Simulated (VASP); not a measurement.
# WSe (Fm-3m) in VASP: notebook

Aim: see how the results for WSe move with the level of theory and the settings. Levels: RPBE, PBE. Tasks: single point, relaxation of cell and atoms.

Everything below comes from runs of VASP 6.6.1. Logs are shortened: lines on timing, memory, paths and dates and some standing lists are left out, and cuts for length are marked.

### Step 1. The cell of the first run

It takes space group Fm-3m (No. 225, cubic). Conventional cell: a = 5.231 Å, b = 5.231 Å, c = 5.231 Å, α = 90.00°, β = 90.00°, γ = 90.00°. W (site symmetry m-3m) has 6 Se at 2.62 Å within 3.4 Å. Within 3.4 Å of Se (site symmetry m-3m) lie 6 W at 2.62 Å.

### Step 2. Single point, RPBE

Input file INCAR:

```
SYSTEM = WSe
PREC = Accurate
ENCUT = 520
EDIFF = 1E-6
ISMEAR = 0
SIGMA = 0.1
LREAL = .FALSE.
LASPH = .TRUE.
NELM = 100
ALGO = Normal
ISIF = 2
LWAVE = .FALSE.
LCHARG = .FALSE.
GGA = RP
NBANDS = 17
```

Input file KPOINTS:

```
regular mesh
0
G
  18 18 18
  0 0 0
```

Input file POSCAR:

```
WSe
1.0
    0.0000000000      2.6153187715      2.6153187715
    2.6153187715      0.0000000000      2.6153187715
    2.6153187715      2.6153187715      0.0000000000
W Se
1 1
Direct
    0.0000000000      0.0000000000      0.0000000000
    0.5000000000      0.5000000000      0.5000000000
```

Potentials or basis: VASP PAW PBE potentials, release 64 (W_sv, Se).

Command:

```sh
$ cat potpaw_PBE.64/W_sv/POTCAR potpaw_PBE.64/Se/POTCAR > POTCAR
$ mpirun -np 1 vasp_std > vasp.out
```

OUTCAR:

```text
SYSTEM = WSe
   PREC = Accurate
   ENCUT = 520
   EDIFF = 1E-6
   ISMEAR = 0
   LREAL = .FALSE.
   LASPH = .TRUE.
   NELM = 100
   ISIF = 2
   GGA = RP

 ion  position               nearest neighbor table
   1  0.000  0.000  0.000-   2 2.62   2 2.62   2 2.62   2 2.62   2 2.62   2 2.62
   2  0.500  0.500  0.500-   1 2.62   1 2.62   1 2.62   1 2.62   1 2.62   1 2.62

  LATTYP: Found a face centered cubic cell.
 ALAT       =     5.2306375430

  Lattice vectors:

 A1 = (   0.0000000000,   2.6153187715,   2.6153187715)
 A2 = (   2.6153187715,   0.0000000000,   2.6153187715)
 A3 = (   2.6153187715,   2.6153187715,   0.0000000000)

Analysis of symmetry for initial positions (statically):
=====================================================================
 Subroutine PRICEL returns:
 Original cell was already a primitive cell.

 Routine SETGRP: Setting up the symmetry group for a
 face centered cubic supercell.

 Subroutine GETGRP returns: Found 48 space group operations
 (whereof 48 operations were pure point group operations)
 out of a pool of 48 trial point group operations.

The static configuration has the point symmetry O_h .

Analysis of symmetry for dynamics (positions and initial velocities):
=====================================================================
 Subroutine PRICEL returns:
 Original cell was already a primitive cell.

 Routine SETGRP: Setting up the symmetry group for a
 face centered cubic supercell.

 Subroutine GETGRP returns: Found 48 space group operations
 (whereof 48 operations were pure point group operations)
 out of a pool of 48 trial point group operations.

The dynamic configuration has the point symmetry O_h .

 Subroutine INISYM returns: Found 48 space group operations
 (whereof 48 operations are pure point group operations),
 and found     1 'primitive' translations

----------------------------------------------------------------------------------------

                                     Primitive cell

  volume of cell :      35.7770

  direct lattice vectors                    reciprocal lattice vectors
     0.000000000  2.615318772  2.615318772    -0.191181284  0.191181284  0.191181284
     2.615318772  0.000000000  2.615318772     0.191181284 -0.191181284  0.191181284
     2.615318772  2.615318772  0.000000000     0.191181284  0.191181284 -0.191181284

  length of vectors
     3.698619277  3.698619277  3.698619277     0.331135697  0.331135697  0.331135697

  position of ions in fractional coordinates (direct lattice)
     0.000000000  0.000000000  0.000000000
     0.500000000  0.500000000  0.500000000

  ion indices of the primitive-cell ions
   primitive index   ion index
                 1           1
                 2           2

----------------------------------------------------------------------------------------

 KPOINTS: regular mesh

Automatic generation of k-mesh.
 Grid dimensions read from file:
 generate k-points for:   18   18   18

 Generating k-lattice:

  Cartesian coordinates                     Fractional coordinates (reciprocal lattice)
    -0.010621182  0.010621182  0.010621182     0.055555556  0.000000000  0.000000000
     0.010621182 -0.010621182  0.010621182     0.000000000  0.055555556  0.000000000
     0.010621182  0.010621182 -0.010621182     0.000000000  0.000000000  0.055555556

  Length of vectors
     0.018396428  0.018396428  0.018396428

  Shift w.r.t. Gamma in fractional coordinates (k-lattice)
     0.000000000  0.000000000  0.000000000

 Subroutine IBZKPT returns following result:
 ===========================================

 Found    195 irreducible k-points:

 Following reciprocal coordinates:
            Coordinates               Weight
  0.000000  0.000000  0.000000      1.000000
  0.055556  0.000000  0.000000      8.000000
  0.111111  0.000000  0.000000      8.000000
  0.166667  0.000000  0.000000      8.000000
  0.222222  0.000000  0.000000      8.000000
  0.277778  0.000000  0.000000      8.000000
[... 16 lines left out ...]
 -0.277778  0.055556  0.000000     24.000000
 -0.222222  0.055556  0.000000     24.000000
 [... further k-points ...]
   k-points           NKPTS =    195   k-points in BZ     NKDIM =    195   number of bands    NBANDS=     17
   number of dos      NEDOS =    301   number of ions     NIONS =      2
   total plane-waves  NPLWV =  21952
   dimension x,y,z NGX =    28 NGY =   28 NGZ =   28
   dimension x,y,z NGXF=    56 NGYF=   56 NGZF=   56
   ions per type =               1   1
   NGX,Y,Z   is equivalent  to a cutoff of  12.59, 12.59, 12.59 a.u.
   NGXF,Y,Z  is equivalent  to a cutoff of  25.17, 25.17, 25.17 a.u.
 SYSTEM =  WSe
   PREC   = accura    normal or accurate (medium, high low for compatibility)
   ISTART =      0    job   : 0-new  1-cont  2-samecut
   ICHARG =      2    charge: 1-file 2-atom 10-const
   ISPIN  =      1    spin polarized calculation?
   LNONCOLLINEAR =      F non collinear calculations
   LSORBIT =      F    spin-orbit coupling
   LASPH  =      T    aspherical Exc in radial PAW
   ENCUT  =  520.0 eV  38.22 Ry    6.18 a.u.   6.88  6.88  6.88*2*pi/ulx,y,z
   NELM   =    100;   NELMIN=  2; NELMDL= -5     # of ELM steps
   EDIFF  = 0.1E-05   stopping-criterion for ELM
   LREAL  =      F    real-space projection
   EDIFFG = 0.1E-04   stopping-criterion for IOM
   NSW    =      0    number of steps for IOM
   IBRION =     -1    ionic relax: 0-MD 1-quasi-New 2-CG
   NFREE  =      0    steps in history (QN), initial steepest desc. (CG)
   ISIF   =      2    stress and relaxation
   ISYM   =      2    0-nonsym 1-usesym 2-fastsym
   POTIM  = 0.5000    time-step for ionic-motion
   TEBEG  =    0.0;   TEEND  =   0.0 temperature during run
   PSTRESS=    0.0 pullay stress
   NELECT =      20.0000    total number of electrons
   NUPDOWN=      -1.0000    fix difference up-down
   EMIN   =  10.00;   EMAX   =-10.00  energy-range for DOS
   EFERMI =   0.00;   METHOD = LEGACY
   ISMEAR =     0;   SIGMA  =   0.10  broadening in eV -4-tet -1-fermi 0-gaus
   EFERMI_NEDOS =   21; number of points for ismear=-14 and -15
   IALGO  =     38    algorithm
   IMIX   =      4    mixing-type and parameters
     AMIX     =   0.40;   BMIX     =  1.00
     AMIX_MAG =   1.60;   BMIX_MAG =  1.00
  volume/ion in A,a.u.               =      17.89       120.72
  Fermi-wavevector in a.u.,A,eV,Ry     =   1.348601  2.548487 24.745258  1.818725
  Thomas-Fermi vector in A             =   2.476257
   LORBIT       =      0    0 simple, 1 ext, 2 COOP (PROOUT), +10 PAW based schemes
   GGA     = RP    functional components
   LHFCALC =     F    Hartree Fock is set to
   AEXX    =    0.0000 exact exchange contribution
   IVDW    =     0    specifies the selected vdW correction
   LEPSILON=     F    determine dielectric tensor
   LRPA    =     F    only Hartree local field effects (RPA)
 non-spin polarized calculation
 Gauss-broadening in eV      SIGMA  =   0.10
  energy-cutoff  :      520.00
  volume of cell :       35.78
 maximum number of plane-waves:       982
   NGX = 13   NGY = 13   NGZ = 13

 number of electron      19.9999999 magnetization

 Free energy of the ion-electron system (eV)
  ---------------------------------------------------
  ext. energy  EPLUGINS =         0.00000000
  ---------------------------------------------------
  free energy    TOTEN  =       -13.08609877 eV

  energy without entropy =      -13.07033051  energy(sigma->0) =      -13.07821464

 E-fermi :   9.4555     XC(G=0): -11.8857

 val. band max:        9.4539606482   @ k =  -0.4444   0.1667   0.0556
 cond. band min:       9.4570856712   @ k =  -0.2222   0.1667   0.0556
 fundamental gap:      0.0031250230
 Fermi energy:         9.4554896009

 k-point     1 :       0.0000    0.0000    0.0000
  band No.  band energies     occupation
      1     -65.1767      2.00000
      2     -29.4076      2.00000
      3     -29.4076      2.00000
      4     -29.4076      2.00000
      5      -7.1577      2.00000
      6       6.7469      2.00000
[... 9 lines left out ...]
     16      22.1369      0.00000
     17      22.1369      0.00000

 k-point     2 :       0.0556    0.0000    0.0000
  band No.  band energies     occupation
      1     -65.1766      2.00000
      2     -29.4104      2.00000
      3     -29.4078      2.00000
      4     -29.4078      2.00000
      5      -7.1160      2.00000
      6       6.1969      2.00000
[... 9 lines left out ...]
     16      21.5168      0.00000
     17      21.8704      0.00000

 k-point     3 :       0.1111    0.0000    0.0000
  band No.  band energies     occupation
      1     -65.1764      2.00000
      2     -29.4186      2.00000
      3     -29.4086      2.00000
      4     -29.4086      2.00000
      5      -6.9933      2.00000
      6       5.2992      2.00000
[... 9 lines left out ...]
     16      20.5048      0.00000
     17      21.1601      0.00000

 k-point     4 :       0.1667    0.0000    0.0000
  band No.  band energies     occupation
      1     -65.1760      2.00000
      2     -29.4311      2.00000
      3     -29.4098      2.00000
      4     -29.4098      2.00000
      5      -6.7961      2.00000
      6       4.3384      2.00000
[... 9 lines left out ...]
     16      19.8547      0.00000
     17      20.2046      0.00000
[... 343 lines left out ...]
      1     -65.1745      2.00000
      2     -29.4817      2.00000
      3     -29.4178      2.00000
      4     -29.4136      2.00000
      5      -5.8014      2.00000
      6       1.5462      2.00000
[... 9 lines left out ...]
     16      16.9395      0.00000
     17      17.9670      0.00000

 k-point    23 :      -0.2778    0.0556    0.0000
  band No.  band energies     occupation
      1     -65.1749      2.00000
      2     -29.4676      2.00000
      3     -29.4167      2.00000
      4     -29.4120      2.00000
      5      -6.1087      2.00000
      6       2.2328      2.00000
[... 9 lines left out ...]
     16      17.6418      0.00000
     17      17.7792      0.00000

 k-point    24 :      -0.2222    0.0556    0.0000
  band No.  band energies     occupation
      1     -65.1754      2.00000
      2     -29.4520      2.00000
      3     -29.4151      2.00000
      4     -29.4104      2.00000
      5      -6.4141      2.00000
      6       3.0290      2.00000
[... 9 lines left out ...]
     16      18.3330      0.00000
     17      18.9143      0.00000

 [... further k-points ...]

------------------------ aborting loop because EDIFF is reached ----------------------------------------

  FORCE on cell =-STRESS in cart. coord.  units (eV):
  Direction    XX          YY          ZZ          XY          YZ          ZX
  --------------------------------------------------------------------------------------
  -------------------------------------------------------------------------------------
  Total        0.6192128      0.6192128      0.6192128      0.0000000     -0.0000000      0.0000000
  in kB       27.7297932     27.7297932     27.7297932      0.0000000     -0.0000000      0.0000000
  external PRESSURE =      27.7297932 kB  Pullay stress =       0.0000000 kB

 VOLUME and BASIS-vectors are now :
 -----------------------------------------------------------------------------
  energy-cutoff  :      520.00
  volume of cell :       35.78
      direct lattice vectors                 reciprocal lattice vectors
     0.000000000  2.615318772  2.615318772    -0.191181284  0.191181284  0.191181284
     2.615318772  0.000000000  2.615318772     0.191181284 -0.191181284  0.191181284
     2.615318772  2.615318772  0.000000000     0.191181284  0.191181284 -0.191181284

 POSITION                                       TOTAL-FORCE (eV/Angst)
 -----------------------------------------------------------------------------------
      0.00000      0.00000      0.00000         0.000000     -0.000000      0.000000
      2.61532      2.61532      2.61532        -0.000000      0.000000     -0.000000
 -----------------------------------------------------------------------------------
    total drift:                               -0.000000      0.000000      0.000000

  FREE ENERGIE OF THE ION-ELECTRON SYSTEM (eV)
  ---------------------------------------------------
  free  energy   TOTEN  =       -13.0860987656 eV

  energy  without entropy=      -13.0703305136  energy(sigma->0) =      -13.07821464
```

Run time: 3.1 min. Hardware: 1 thread of Intel Xeon 8259CL, shared host; peak memory 0.25 GiB.

Results:

| Property | Result |
| --- | --- |
| Free energy | -13.0861 eV |
| Pressure | 2.8 GPa |
| Band gap on the k mesh | zero (bands 10 and 11 overlap by 2.61 eV) |

Levels at points of the mesh, in eV from the Fermi level:
```
           k point  band 6  band 7  band 8  band 9  band 10  band 11  band 12  band 13  band 14  band 15
(0.00, 0.00, 0.00)   -2.71   -2.71   -2.71   -2.17    -2.17    -2.17    -1.67    -1.67     1.39     7.54
(0.50, 0.00, 0.00)   -8.86   -6.01   -6.01    0.06     0.06     0.44     1.99     5.29     5.29     5.67
(0.50, 0.50, 0.00)   -6.83   -4.31   -4.31   -3.94    -0.67     0.19     0.80     0.80     2.22    10.21
```

Caveat: the PAW data sets were made with another functional, which shifts forces and pressure a little; spin-orbit coupling is left out, which moves the levels of the heavy elements.

### Step 3. Relaxation of cell and atoms, PBE, collinear spin

This run uses another cell than the first one, of 21.40 Å³/atom.

Input file INCAR:

```
  ALGO = Normal
  EDIFF = 1E-6
  EDIFFG = -0.04
  ENCUT = 600
  GGA = PE
  IBRION = 2
  ISIF = 3
  ISMEAR = 0
  ISPIN = 2
  LASPH = True
  LCHARG = False
  LMAXMIX = 4
  LORBIT = 11
  LREAL = False
  LWAVE = False
  MAGMOM = 2.19 0
  NELM = 150
  NSW = 90
  PREC = Accurate
  SIGMA = 0.1
```

Input file KPOINTS:

```
k-points
0
Gamma
  6 6 6
```

Input file POSCAR:

```
WSe
1.0
    0.0000000000      2.7761939885      2.7761939885
    2.7761939885      0.0000000000      2.7761939885
    2.7761939885      2.7761939885      0.0000000000
W Se
1 1
Direct
    0.0000000000      0.0000000000      0.0000000000
    0.5000000000      0.5000000000      0.5000000000
```

Potentials or basis: VASP PAW PBE potentials, release 64 (W_sv, Se).

Command:

```sh
$ cat potpaw_PBE.64/W_sv/POTCAR potpaw_PBE.64/Se/POTCAR > POTCAR
$ mpirun -np 1 vasp_std > vasp.out
```

Wall time 2.9 min (1 thread of Intel Xeon 8259CL, shared host); peak memory 0.22 GiB.

It converged, with:

```
Free energy                                           : -14.0884 eV
Relaxed volume                                        : 18.03 Å³/atom
Relaxed cell                                          : a = 3.708 Å, b = 3.708 Å, c = 3.708 Å, α = 60.00°, β = 60.00°, γ = 60.00°
Space group after relaxing (to 0.1 Å)                 : Fm-3m (No. 225)
Energy gained by relaxing                             : 149.5 meV/atom
Ionic steps                                           : 3
Pressure after relaxing                               : -0.3 GPa
Net moment                                            : 0.06 μB per cell
Site moments                                          : W +0.05; Se +0.00 μB
Valence electrons inside the program's atomic spheres : W 11.90; Se 3.95
```

Step by step:
```tsv
step	energy change (eV)	largest force (eV/Å)	pressure (GPa)	volume (Å³)
1	0.0000	0.0000	-10.10	42.79
2	-0.2846	0.0000	4.66	34.97
3	-0.2989	0.0000	-0.28	36.06
```

Final structure:
```cif
data_structure
_symmetry_space_group_name_H-M 'P 1'
_symmetry_Int_Tables_number 1
_cell_length_a 3.7084
_cell_length_b 3.7084
_cell_length_c 3.7084
_cell_angle_alpha 60.000
_cell_angle_beta 60.000
_cell_angle_gamma 60.000
_cell_volume 36.06
loop_
_atom_site_label
_atom_site_type_symbol
_atom_site_fract_x
_atom_site_fract_y
_atom_site_fract_z
_atom_site_occupancy
W1 W 0.00000 0.00000 0.00000 1
Se1 Se 0.50000 0.50000 0.50000 1
```

Levels at points of the mesh, in eV from the Fermi level:
Spin up:
```
           k point  band 7  band 8  band 9  band 10  band 11  band 12  band 13  band 14
(0.00, 0.00, 0.00)   -2.63   -2.63   -2.15    -2.15    -2.15    -1.66    -1.66     1.30
(0.50, 0.00, 0.00)   -5.93   -5.93    0.03     0.03     0.40     2.02     5.23     5.23
(0.50, 0.50, 0.00)   -4.22   -4.22   -3.89    -0.68     0.16     0.76     0.76     2.13
```
Spin down:
| k point | band 6 | band 7 | band 8 | band 9 | band 10 | band 11 | band 12 | band 13 | band 14 | band 15 |
| --- | --- | --- | --- | --- | --- | --- | --- | --- | --- | --- |
| (0.00, 0.00, 0.00) | -2.63 | -2.63 | -2.63 | -2.11 | -2.11 | -2.11 | -1.63 | -1.63 | 1.32 | 7.60 |
| (0.50, 0.00, 0.00) | -8.74 | -5.91 | -5.91 | 0.07 | 0.07 | 0.44 | 2.04 | 5.25 | 5.25 | 5.72 |
| (0.50, 0.50, 0.00) | -6.72 | -4.21 | -4.21 | -3.86 | -0.65 | 0.19 | 0.80 | 0.80 | 2.16 | 10.18 |

Caveat: the volume moved by over 15 % at a fixed basis, so the end points are rough; spin-orbit coupling is left out, which moves the levels of the heavy elements.

(Continued in part 2 of 2.)
